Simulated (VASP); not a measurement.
Runs of VASP 6.6.1 on Rh. Symmetry: P6_3/mmc, No. 194, hexagonal system. The conventional cell has a = 2.731 Å, b = 2.731 Å, c = 4.428 Å, α = 90.00°, β = 90.00°, γ = 120.00°. Within 3.6 Å of Rh (site symmetry -6m2) lie 12 Rh at 2.72 to 2.73 Å. 

```csv
k mesh,gap on the mesh (eV),pressure (GPa)
9 × 9 × 5,none,-8.3
7 × 7 × 4,none,-9.1
6 × 6 × 3,none,(a)
12 × 12 × 6,none,-8.3
3 × 3 × 2,none,1.9
```

Alike in all rows: task single point; level r2SCAN; potentials or basis VASP PAW PBE potentials, release 64 (Rh_pv); no spin polarisation; cell as given; cutoff (eV) 520; smearing fermi-dirac 0.1 eV.

Problem. Estimate the missing entries.

Solution. (a) -8.0.

Caveats: some runs use coarse meshes; the PAW data sets were made with another functional, which shifts forces and pressure a little.

A k mesh can miss the band edges, and the runs leave out spin-orbit coupling on Rh.

A gap of «none» marks levels without a gap at the run's occupations.
